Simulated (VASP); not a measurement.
A run of VASP 6.6.1:

INCAR

```
SYSTEM = SiC
  ALGO = Normal
  EDIFF = 1E-6
  ENCUT = 600
  GGA = PS
  GGA_COMPAT = .FALSE.
  ISIF = 2
  ISMEAR = 0
  LASPH = .TRUE.
  LCHARG = .TRUE.
  LELF = .TRUE.
  LREAL = .FALSE.
  LVHAR = .TRUE.
  LWAVE = .FALSE.
  NBANDS = 11
  NELM = 120
  PREC = Accurate
  SIGMA = 0.01
```

File KPOINTS:

```
k-points
0
G
  8 8 8
  0 0 0
```

File POSCAR:

```
SiC
1.0
    0.0000000000      2.1594563463      2.1594563463
    2.1594563463      0.0000000000      2.1594563463
    2.1594563463      2.1594563463      0.0000000000
Si C
1 1
Direct
    0.0000000000      0.0000000000      0.0000000000
    0.2500000000      0.2500000000      0.2500000000
```

Potentials or basis: VASP PAW PBE potentials, release 64 (Si, C).

The run is started by

```console
$ cat potpaw_PBE.64/Si/POTCAR potpaw_PBE.64/C/POTCAR > POTCAR
$ mpirun -np 1 vasp_std > vasp.out
```

Hardware: 1 thread of Intel Xeon 6975P-C, with other jobs on the host.

Problem. Estimate the wall time of this run.

Solution. Run time: 4.2 s on 1 thread of Intel Xeon 6975P-C (shared host), peak memory 0.13 GiB. Counts: scf iterations 12, k points 29.
